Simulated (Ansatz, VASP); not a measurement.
**One calculation of NaTi3, two programs**

```
CELL_PARAMETERS angstrom
4.22650 0.00000 0.00000
0.00000 4.22650 0.00000
0.00000 0.00000 4.22650
ATOMIC_POSITIONS crystal
Na 0.00000 0.00000 0.00000
Ti 0.00000 0.50000 0.50000
Ti 0.50000 0.00000 0.50000
Ti 0.50000 0.50000 0.00000
```

Alike in both runs: functional PBE; k mesh 12 × 12 × 12; occupations gaussian, width 0.1 eV; no spin polarisation.

Ansatz relaxed the structure, and its values are those at the end. VASP's run is a single point on that final structure, the one shown.

```csv
,VASP,Ansatz
version,VASP 6.6.1,Ansatz 0.2.0
potentials or method,"VASP PAW PBE potentials, release 64 (Na_pv, Ti_sv), cutoff 520 eV","scalar-relativistic, plane waves, PAW"
valence electrons in the cell,43,45
```

|  | VASP | Ansatz | Ansatz less VASP |
| --- | --- | --- | --- |
| gap on the k mesh at the Fermi level (eV) | none | none | - |
| pressure (GPa) | -0.1 | 0.0 | +0.09 |

A gap of «none» marks a metal or a gap that the smearing closes. VASP's potentials hold 43 valence electrons a cell and Ansatz's 45, so a difference there can come from the potentials and not from the codes.
